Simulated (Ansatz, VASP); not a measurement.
Two plane-wave programs on As2Pb

```
As Pb
1.0
     3.90272    0.00000    0.00000
     0.00000    3.90272    0.00000
     0.00000    0.00000    5.50289
As Pb
2 1
Direct
  0.50000 0.50000 0.70822
  0.50000 0.50000 0.29178
  0.00000 0.00000 0.00000
```

Change from the starting cell: species swapped into the FeSi2 type (P4/mmm, No. 123).

Alike in both runs: functional PBE; k mesh 12 × 12 × 8; occupations gaussian, width 0.1 eV; no spin polarisation.

Ansatz relaxed the structure, and its values are those at the end. VASP's run is a single point on that final structure, the one shown.

|  | VASP | Ansatz |
| --- | --- | --- |
| version | VASP 6.6.1 | Ansatz 0.2.0 |
| potentials or method | VASP PAW PBE potentials, release 64 (As_d, Pb_d), cutoff 510 eV | scalar-relativistic, plane waves, PAW |
| valence electrons in the cell | 44 | 44 |

```csv
,VASP,Ansatz,Ansatz less VASP
gap on the k mesh at the Fermi level (eV),none,none,-
pressure (GPa),0.0,0.0,+0.01
rms of the force components (eV/Å),0.009,0.001,-0.0083
```

A gap of «none» marks a metal or a gap that the smearing closes.

Neither program's run includes spin-orbit coupling.
